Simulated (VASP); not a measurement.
# NaYCd2 (R-3m) in VASP: single point with r2SCAN

Aim: the single point of NaYCd2 with r2SCAN.

All numbers are computed with VASP 6.6.1; they aren't measurements. Logs are shortened: lines on timing, memory, paths and dates and some standing lists are left out, and cuts for length are marked.

## Step 1: The cell of the first run

The structure is trigonal, space group R-3m (No. 166). Conventional cell: a = 4.004 Å, b = 4.004 Å, c = 20.087 Å, α = 90.00°, β = 90.00°, γ = 120.00°. Within 3.7 Å of Y (site symmetry -3m) lie 6 Cd at 2.77 Å. Na (site symmetry -3m) has 6 Cd at 2.94 Å and 6 Na at 4.00 Å and 6 Y at 4.07 Å within 4.1 Å. Cd (site symmetry 3m) has 3 Y at 2.77 Å and 3 Na at 2.94 Å and 9 Cd at 3.83 to 4.00 Å within 4.1 Å.

## Step 2: Single point, r2SCAN

POSCAR reads:

```
NaYCd2
1.0
    4.0042400000      0.0000000000      0.0000000000
   -2.0021200000      3.4677770000      0.0000000000
   -2.0021200000      1.1559260000      6.6956370000
Y Na Cd
1 1 2
Direct
    0.5000000000      0.5000000000      0.5000000000
    0.0000000000      0.0000000000      0.0000000000
    0.2426000000      0.7574000000      0.7278000000
    0.7574000000      0.2426000000      0.2722000000
```

INCAR.step1 reads:

```
PREC = Accurate
ENCUT = 520
ISMEAR = -1
SIGMA = 0.1
LREAL = F
LASPH = T
NELM = 80
NBANDS = 29
GGA = PE
ALGO = Normal
EDIFF = 1E-4
LWAVE = T
LCHARG = F
```

INCAR.step2 reads:

```
PREC = Accurate
ENCUT = 520
EDIFF = 1E-6
ISMEAR = -1
SIGMA = 0.1
LREAL = F
LASPH = T
NELM = 80
ALGO = Normal
ISIF = 2
LWAVE = F
LCHARG = T
METAGGA = R2SCAN
LMIXTAU = T
LELF = T
LVHAR = T
NBANDS = 29
ISTART = 1
```

KPOINTS reads:

```
regular mesh
0
Gamma
  10 10 10
```

Potentials or basis: VASP PAW PBE potentials, release 64 (Y_sv, Na_pv, Cd).

Launch:

```console
$ cat potpaw_PBE.64/Y_sv/POTCAR potpaw_PBE.64/Na_pv/POTCAR potpaw_PBE.64/Cd/POTCAR > POTCAR
$ cp INCAR.step1 INCAR
$ mpirun -np 1 vasp_std > vasp.out
$ cp INCAR.step2 INCAR
$ mpirun -np 1 vasp_std > vasp.out
```

OUTCAR:

```text
PREC = Accurate
   ENCUT = 520
   EDIFF = 1E-6
   ISMEAR = -1
   LREAL = F
   LASPH = T
   NELM = 80
   ISIF = 2
   METAGGA = R2SCAN
   ISTART = 1

 ion  position               nearest neighbor table
   1  0.500  0.500  0.500-   3 2.77   4 2.77   3 2.77   4 2.77   3 2.77   4 2.77
   2  0.000  0.000  0.000-   4 2.94   3 2.94   4 2.94   3 2.94   4 2.94   3 2.94
   3  0.243  0.757  0.728-   1 2.77   1 2.77   1 2.77   2 2.94   2 2.94   2 2.94
   4  0.757  0.243  0.272-   1 2.77   1 2.77   1 2.77   2 2.94   2 2.94   2 2.94

  LATTYP: Found a trigonal (rhomboedric) cell.
 ALAT       =     7.0835167736
 COS(alpha) =     0.8402234570

  Lattice vectors:

 A1 = (  -0.0000000000,  -2.3118510000,   6.6956370000)
 A2 = (   2.0021200000,   1.1559260000,   6.6956370000)
 A3 = (  -2.0021200000,   1.1559260000,   6.6956370000)

Analysis of symmetry for initial positions (statically):
=====================================================================
 Subroutine PRICEL returns:
 Original cell was already a primitive cell.

 Routine SETGRP: Setting up the symmetry group for a
 trigonal (rhombohedral) supercell.

 Subroutine GETGRP returns: Found 12 space group operations
 (whereof 12 operations were pure point group operations)
 out of a pool of 12 trial point group operations.

The static configuration has the point symmetry D_3d.

Analysis of symmetry for dynamics (positions and initial velocities):
=====================================================================
 Subroutine PRICEL returns:
 Original cell was already a primitive cell.

 Routine SETGRP: Setting up the symmetry group for a
 trigonal (rhombohedral) supercell.

 Subroutine GETGRP returns: Found 12 space group operations
 (whereof 12 operations were pure point group operations)
 out of a pool of 12 trial point group operations.

The dynamic configuration has the point symmetry D_3d.

 Subroutine INISYM returns: Found 12 space group operations
 (whereof 12 operations are pure point group operations),
 and found     1 'primitive' translations

----------------------------------------------------------------------------------------

                                     Primitive cell

  volume of cell :      92.9744

  direct lattice vectors                    reciprocal lattice vectors
     4.004240000  0.000000000  0.000000000     0.249735281  0.144184589  0.049783655
    -2.002120000  3.467777000  0.000000000     0.000000000  0.288369177 -0.049783677
    -2.002120000  1.155926000  6.695637000     0.000000000  0.000000000  0.149350988

  length of vectors
     4.004240000  4.004242977  7.083516376     0.292635128  0.292634921  0.149350988

  position of ions in fractional coordinates (direct lattice)
     0.500000000  0.500000000  0.500000000
     0.000000000  0.000000000  0.000000000
     0.242600000  0.757400000  0.727800000
     0.757400000  0.242600000  0.272200000

  ion indices of the primitive-cell ions
   primitive index   ion index
                 1           1
                 2           2
                 3           3
                 4           4

----------------------------------------------------------------------------------------

 KPOINTS: regular mesh

Automatic generation of k-mesh.
 Grid dimensions read from file:
 generate k-points for:   10   10   10

 Generating k-lattice:

  Cartesian coordinates                     Fractional coordinates (reciprocal lattice)
     0.024973528  0.014418459  0.004978366     0.100000000  0.000000000  0.000000000
     0.000000000  0.028836918 -0.004978368     0.000000000  0.100000000  0.000000000
     0.000000000  0.000000000  0.014935099     0.000000000  0.000000000  0.100000000

  Length of vectors
     0.029263513  0.029263492  0.014935099

  Shift w.r.t. Gamma in fractional coordinates (k-lattice)
     0.000000000  0.000000000  0.000000000

 Subroutine IBZKPT returns following result:
 ===========================================

 Found    116 irreducible k-points:

 Following reciprocal coordinates:
            Coordinates               Weight
  0.000000  0.000000  0.000000      1.000000
  0.100000  0.000000  0.000000      6.000000
  0.200000  0.000000  0.000000      6.000000
  0.300000  0.000000  0.000000      6.000000
  0.400000  0.000000  0.000000      6.000000
  0.500000  0.000000  0.000000      3.000000
[... 16 lines left out ...]
  0.300000  0.300000  0.000000      6.000000
  0.400000  0.300000  0.000000     12.000000
 [... further k-points ...]
   k-points           NKPTS =    116   k-points in BZ     NKDIM =    116   number of bands    NBANDS=     29
   number of dos      NEDOS =    301   number of ions     NIONS =      4
   total plane-waves  NPLWV =  48600
   dimension x,y,z NGX =    30 NGY =   30 NGZ =   54
   dimension x,y,z NGXF=    60 NGYF=   60 NGZF=  108
   ions per type =               1   1   2
   NGX,Y,Z   is equivalent  to a cutoff of  12.46, 12.46, 12.67 a.u.
   NGXF,Y,Z  is equivalent  to a cutoff of  24.91, 24.91, 25.35 a.u.
 SYSTEM =  unknown system
   PREC   = accura    normal or accurate (medium, high low for compatibility)
   ISTART =      1    job   : 0-new  1-cont  2-samecut
   ICHARG =      0    charge: 1-file 2-atom 10-const
   ISPIN  =      1    spin polarized calculation?
   LNONCOLLINEAR =      F non collinear calculations
   LSORBIT =      F    spin-orbit coupling
   LASPH  =      T    aspherical Exc in radial PAW
   ENCUT  =  520.0 eV  38.22 Ry    6.18 a.u.   7.45  7.45 13.17*2*pi/ulx,y,z
   NELM   =     80;   NELMIN=  2; NELMDL=  0     # of ELM steps
   EDIFF  = 0.1E-05   stopping-criterion for ELM
   LREAL  =      F    real-space projection
   EDIFFG = 0.1E-04   stopping-criterion for IOM
   NSW    =      0    number of steps for IOM
   IBRION =     -1    ionic relax: 0-MD 1-quasi-New 2-CG
   NFREE  =      0    steps in history (QN), initial steepest desc. (CG)
   ISIF   =      2    stress and relaxation
   ISYM   =      2    0-nonsym 1-usesym 2-fastsym
   POTIM  = 0.5000    time-step for ionic-motion
   TEBEG  =    0.0;   TEEND  =   0.0 temperature during run
   PSTRESS=    0.0 pullay stress
   NELECT =      42.0000    total number of electrons
   NUPDOWN=      -1.0000    fix difference up-down
   EMIN   =  10.00;   EMAX   =-10.00  energy-range for DOS
   EFERMI =   0.00;   METHOD = LEGACY
   ISMEAR =    -1;   SIGMA  =   0.10  broadening in eV -4-tet -1-fermi 0-gaus
   EFERMI_NEDOS =   21; number of points for ismear=-14 and -15
   IALGO  =     38    algorithm
   IMIX   =      4    mixing-type and parameters
     AMIX     =   0.40;   BMIX     =  1.00
     AMIX_MAG =   1.60;   BMIX_MAG =  1.00
  volume/ion in A,a.u.               =      23.24       156.86
  Fermi-wavevector in a.u.,A,eV,Ry     =   1.256137  2.373754 21.468350  1.577879
  Thomas-Fermi vector in A             =   2.389859
   LORBIT       =      0    0 simple, 1 ext, 2 COOP (PROOUT), +10 PAW based schemes
   METAGGA = R2SCAN    functional components
   LHFCALC =     F    Hartree Fock is set to
   AEXX    =    0.0000 exact exchange contribution
   IVDW    =     0    specifies the selected vdW correction
   LEPSILON=     F    determine dielectric tensor
   LRPA    =     F    only Hartree local field effects (RPA)
 non-spin polarized calculation
  energy-cutoff  :      520.00
  volume of cell :       92.97
 maximum number of plane-waves:      2544
 NGX is ok and might be reduce to    30
   NGX = 15   NGY = 15   NGZ = 27

 number of electron      42.0000006 magnetization

 Free energy of the ion-electron system (eV)
  ---------------------------------------------------
  ext. energy  EPLUGINS =         0.00000000
  ---------------------------------------------------
  free energy    TOTEN  =       -62.65970358 eV

  energy without entropy =      -62.59421728  energy(sigma->0) =      -62.62696043

 E-fermi :   2.8347     XC(G=0): -10.6859

 val. band max:        2.8311113518   @ k =   0.3000   0.0000   0.3000
 cond. band min:       2.8460517796   @ k =   0.1000  -0.3000   0.2000
 fundamental gap:      0.0149404279
 Fermi energy:         2.8346704027

 k-point     1 :       0.0000    0.0000    0.0000
  band No.  band energies     occupation
      1     -41.3104      2.00000
      2     -22.3379      2.00000
      3     -22.3375      2.00000
      4     -22.3296      2.00000
      5     -20.8687      2.00000
      6     -20.6984      2.00000
[... 21 lines left out ...]
     28       9.7563      0.00000
     29      10.5952      0.00000

 k-point     2 :       0.1000    0.0000    0.0000
  band No.  band energies     occupation
      1     -41.3092      2.00000
      2     -22.3392      2.00000
      3     -22.3381      2.00000
      4     -22.3293      2.00000
      5     -20.8665      2.00000
      6     -20.7162      2.00000
[... 21 lines left out ...]
     28       9.8270      0.00000
     29      10.1284      0.00000

 k-point     3 :       0.2000    0.0000    0.0000
  band No.  band energies     occupation
      1     -41.3061      2.00000
      2     -22.3433      2.00000
      3     -22.3392      2.00000
      4     -22.3285      2.00000
      5     -20.8606      2.00000
      6     -20.7624      2.00000
[... 21 lines left out ...]
     28       9.6420      0.00000
     29      10.4398      0.00000

 k-point     4 :       0.3000    0.0000    0.0000
  band No.  band energies     occupation
      1     -41.3023      2.00000
      2     -22.3484      2.00000
      3     -22.3404      2.00000
      4     -22.3275      2.00000
      5     -20.8532      2.00000
      6     -20.8186      2.00000
[... 597 lines left out ...]
     28       9.1668      0.00000
     29      10.2735      0.00000

 k-point    23 :       0.3000    0.3000    0.0000
  band No.  band energies     occupation
      1     -41.2966      2.00000
      2     -22.3504      2.00000
      3     -22.3477      2.00000
      4     -22.3263      2.00000
      5     -20.8424      2.00000
      6     -20.8411      2.00000
[... 21 lines left out ...]
     28       7.9291      0.00000
     29       8.7070      0.00000

 k-point    24 :       0.4000    0.3000    0.0000
  band No.  band energies     occupation
      1     -41.2966      2.00000
      2     -22.3508      2.00000
      3     -22.3473      2.00000
      4     -22.3263      2.00000
      5     -20.8424      2.00000
      6     -20.8410      2.00000
[... 21 lines left out ...]
     28       7.7725      0.00000
     29       9.3483      0.00000

 [... further k-points ...]

------------------------ aborting loop because EDIFF is reached ----------------------------------------

  FORCE on cell =-STRESS in cart. coord.  units (eV):
  Direction    XX          YY          ZZ          XY          YZ          ZX
  --------------------------------------------------------------------------------------
  -------------------------------------------------------------------------------------
  Total        8.5770688      8.5770858      8.9377181     -0.0000000      0.0000004     -0.0000000
  in kB      147.8040437    147.8043367    154.0189193     -0.0000000      0.0000077     -0.0000000
  external PRESSURE =     149.8757666 kB  Pullay stress =       0.0000000 kB

 VOLUME and BASIS-vectors are now :
 -----------------------------------------------------------------------------
  energy-cutoff  :      520.00
  volume of cell :       92.97
      direct lattice vectors                 reciprocal lattice vectors
     4.004240000  0.000000000  0.000000000     0.249735281  0.144184589  0.049783655
    -2.002120000  3.467777000  0.000000000     0.000000000  0.288369177 -0.049783677
    -2.002120000  1.155926000  6.695637000     0.000000000  0.000000000  0.149350988

 POSITION                                       TOTAL-FORCE (eV/Angst)
 -----------------------------------------------------------------------------------
      0.00000      2.31185      3.34782         0.000000     -0.000000      0.000000
      0.00000      0.00000      0.00000         0.000000      0.000000      0.000000
     -2.00212      3.46778      4.87308         0.000000      0.000000      1.868817
      2.00212      1.15593      1.82255        -0.000000     -0.000000     -1.868817
 -----------------------------------------------------------------------------------
    total drift:                               -0.000000      0.000000     -0.000000

  FREE ENERGIE OF THE ION-ELECTRON SYSTEM (eV)
  ---------------------------------------------------
  free  energy   TOTEN  =       -62.6597035811 eV

  energy  without entropy=      -62.5942172794  energy(sigma->0) =      -62.62696043
```

It took 11 min on 1 thread of Intel Xeon Platinum 8488C (Sapphire Rapids), shared host; peak memory 0.47 GiB.

Results:

```yaml
Free_energy: -62.6597 eV
Pressure: 15.0 GPa
Largest_force: 1.869 eV/Å
Band_gap_on_the_k_mesh: zero (bands 21 and 22 overlap by 1.70 eV)
```

Forces on the atoms (eV/Å):
```
Y    0.000  0.000  0.000
Na   0.000  0.000  0.000
Cd   0.000  0.000  1.869
Cd   0.000  0.000 -1.869
```

Levels at points of the mesh, in eV from the Fermi level:
```tsv
k point	band 18	band 19	band 20	band 21	band 22	band 23	band 24	band 25
(0.00, 0.00, 0.00)	-7.15	-3.60	-2.75	0.93	0.93	3.07	3.07	3.37
(0.50, 0.00, 0.00)	-4.28	-3.33	-1.94	-0.38	-0.25	1.01	1.96	3.28
(0.50, 0.50, 0.00)	-3.87	-3.39	-2.69	-1.19	0.96	1.21	2.90	2.91
(0.00, 0.00, 0.50)	-6.59	-5.49	-0.40	1.01	1.01	2.29	3.12	3.12
```

Caveat: the cell stands under pressure; the PAW data sets were made with another functional, which shifts forces and pressure a little.
